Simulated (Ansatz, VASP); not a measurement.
PbS, level by level in two programs

```
CELL_PARAMETERS angstrom
0.00000 2.94585 2.94585
2.94585 0.00000 2.94585
2.94585 2.94585 0.00000
ATOMIC_POSITIONS crystal
Pb 0.00000 0.00000 0.00000
S 0.50000 0.50000 0.50000
```

Single points on this cell with VASP 6.6.1 and Ansatz 0.2.0. Each row is one pair of runs. Alike in all rows: VASP's potentials, cutoff: VASP PAW PBE potentials, release 64 (Pb_d, S), 520 eV; Ansatz's potentials, cutoff: Ansatz PAW, 420 eV.

```csv
level,spin,k mesh,smearing,"gap on the k mesh at the Fermi level (eV), VASP","gap on the k mesh at the Fermi level (eV), Ansatz","least direct gap on the mesh (eV), VASP","least direct gap on the mesh (eV), Ansatz","pressure (GPa), VASP","pressure (GPa), Ansatz"
HF,off,4 × 4 × 4,"fermi-dirac, width 0.05 eV",5.38,5.20,5.38,5.20,9.2,10.0
RPBE,off,8 × 8 × 8,"fermi-dirac, width 0.05 eV",0.38,0.37,0.38,0.37,5.5,5.6
revPBE+D3(BJ),off,8 × 8 × 8,"fermi-dirac, width 0.05 eV",0.36,0.35,0.36,0.35,0.7,0.8
PBE,"collinear, typed start",8 × 8 × 8,"gaussian, width 0.02 eV",0.29,0.28,0.29,0.28,3.5,3.5
```

Gap on the k mesh at the fermi level (eV): the two programs differ by at most 0.183; least direct gap on the mesh (eV): the two programs differ by at most 0.183; pressure (GPa): the two programs differ by at most 0.81.

The k mesh is coarse in some rows, so the values compare programs but aren't converged. Spin-orbit coupling is off throughout.
